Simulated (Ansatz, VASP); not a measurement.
**Ta: VASP beside Ansatz**

```
CELL_PARAMETERS angstrom
-1.65336 1.65336 1.65336
1.65336 -1.65336 1.65336
1.65336 1.65336 -1.65336
ATOMIC_POSITIONS crystal
Ta 0.00000 0.00000 0.00000
```

Alike in both runs: task single point; functional r2SCAN; k mesh 13 × 13 × 13; occupations fermi-dirac, width 0.01 eV; no spin polarisation.

|  | VASP | Ansatz |
| --- | --- | --- |
| version | VASP 6.6.1 | Ansatz 0.2.0 |
| potentials or method | VASP PAW PBE potentials, release 64 (Ta_pv), cutoff 520 eV | plane waves (500 eV) with PAW, scalar-relativistic |
| valence electrons in the cell | 11 | 13 |

```tsv
	VASP	Ansatz	Ansatz less VASP
pressure (GPa)	0.6	0.0	-0.65
```

VASP's potentials were made for PBE, not for r2SCAN. VASP's potentials hold 11 valence electrons a cell and Ansatz's 13, so a difference there can come from the potentials and not from the codes.

Spin-orbit coupling is off throughout.
